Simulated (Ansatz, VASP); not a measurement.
GaCuSe2: VASP beside Ansatz

```
CELL_PARAMETERS angstrom
-2.83622 2.83622 5.63201
2.83622 -2.83622 5.63201
2.83622 2.83622 -5.63201
ATOMIC_POSITIONS crystal
Ga 0.50000 0.50000 0.00000
Ga 0.25000 0.75000 0.50000
Cu 0.00000 0.00000 0.00000
Cu 0.75000 0.25000 0.50000
Se 0.37500 0.36876 0.49376
Se 0.63124 0.12500 0.00624
Se 0.87500 0.88124 0.50624
Se 0.11876 0.62500 0.99376
```

Alike in both runs: functional PBE; k mesh 7 × 7 × 7; occupations fermi-dirac, width 0.1 eV; no spin polarisation.

Ansatz relaxed the structure, and its values are those at the end. VASP's run is a single point on that final structure, the one shown.

|  | VASP | Ansatz |
| --- | --- | --- |
| version | VASP 6.6.1 | Ansatz 0.2.0 |
| potentials or method | VASP PAW PBE potentials, release 64 (Ga_d, Cu, Se), cutoff 520 eV | PAW plane waves |
| valence electrons in the cell | 72 | 128 |

|  | VASP | Ansatz | Ansatz less VASP |
| --- | --- | --- | --- |
| pressure (GPa) | 0.2 | 0.0 | -0.18 |
| rms of the force components (eV/Å) | 0.005 | 0.000 | -0.0054 |

VASP's potentials hold 72 valence electrons a cell and Ansatz's 128, so a difference there can come from the potentials and not from the codes.
